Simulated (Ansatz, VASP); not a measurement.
One calculation of W, two programs

```
W
1.0
     0.00000    1.99967    1.99967
     1.99967    0.00000    1.99967
     1.99967    1.99967    0.00000
W
1
Direct
  0.00000 0.00000 0.00000
```

Alike in both runs: functional PBEsol; k mesh 14 × 14 × 14; occupations fermi-dirac, width 0.1 eV; no spin polarisation.

Ansatz relaxed the structure, and its values are those at the end. VASP's run is a single point on that final structure, the one shown.

|  | VASP | Ansatz |
| --- | --- | --- |
| version | VASP 6.6.1 | Ansatz 0.2.0 |
| potentials or method | VASP PAW PBE potentials, release 64 (W_sv), cutoff 520 eV | plane waves (420 eV) with PAW, scalar-relativistic |
| valence electrons in the cell | 14 | 14 |

Ansatz gave:

```
pressure (GPa) : 0.0
```

Q: What did VASP give for the same quantities?

A: Pressure (GPa): 0.7.

VASP's potentials were made for PBE, not for PBEsol, and Ansatz warns of the same on its side.

Spin-orbit coupling is off throughout.
